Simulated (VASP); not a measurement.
A run of VASP 6.6.1:

Contents of INCAR:

```
SYSTEM = Si13P2Pt3Au2
PREC     = Accurate       ! precision mode
ENCUT    = 520            ! plane-wave cutoff, eV
EDIFF    = 1E-6           ! SCF threshold, eV
ISMEAR   = -1             ! smearing method
SIGMA    = 0.2025         ! smearing width, eV
LREAL    = Auto         
LASPH    = .True.         ! aspherical terms in the spheres
NELM     = 100            ! most SCF steps
ALGO     = Normal         ! electronic algorithm
ISIF     = 2              ! what is computed and relaxed
LWAVE    = .False.        ! write WAVECAR
LCHARG   = .False.        ! write CHGCAR
GGA      = PE             ! functional
ISYM     = 0            
NBANDS   = 73             ! bands
```

The input KPOINTS:

```
Automatic mesh
0
Gamma
  1 1 1
  0.25 0.25 0.25
```

Contents of POSCAR:

```
Si13P2Pt3Au2
1.0
    6.4794480000     -0.0023350000     -0.0331270000
   -0.0023350000      6.7843160000      0.1466780000
   -0.0331270000      0.1466780000      7.1568870000
Si Pt P Au
13 3 2 2
Direct
    0.4061630907      0.4105014299      0.8190933343
    0.0815155038      0.4703092968      0.0367161501
    0.7145149295     -0.1131007169      0.2475449344
    0.7685814364      0.1691998085      0.4804651670
    0.8742815973      0.4216123268      0.7475980931
    0.1673542913      0.1234971432      0.1939222502
    0.1768538741      0.7537121719      0.6942241291
    0.4766154785      0.9590534550      0.4817163941
    0.5396361408      0.2894707915      0.1899175619
    0.6044441741      0.5843202982      0.4692307549
    1.1066655651      0.1821048937      0.7085992455
    0.5445375174      0.6227048350      0.0997226580
    0.7334681322      1.1425974138      0.8651449569
    0.3693825178      0.3119052316      0.4819185910
    0.3591442714      0.0314631449      0.8707146586
    0.9251669836      0.8088841651      0.9829932337
    0.6787493786      0.8398815521      0.7298028856
   -0.0388738411      0.8915530400      0.4828445677
    0.2720960038      0.7596084837      0.2900118265
    1.0024102237      0.4452083590      0.3562458890
```

Potentials or basis: VASP PAW PBE potentials, release 64 (Si, Pt, P, Au).

Launch:

```bash
$ cat potpaw_PBE.64/Si/POTCAR potpaw_PBE.64/Pt/POTCAR potpaw_PBE.64/P/POTCAR potpaw_PBE.64/Au/POTCAR > POTCAR
$ mpirun -np 1 vasp_std > vasp.out
```

Hardware: 1 thread of Intel(R) Xeon(R) 6975P-C (Granite Rapids), with other jobs on the host.

Problem. Estimate the wall time of this run.

Solution. Run time: 34 s on 1 thread of Intel(R) Xeon(R) 6975P-C (Granite Rapids), on a shared host, peak memory 0.33 GiB. Counts: scf iterations 16, k points 1.
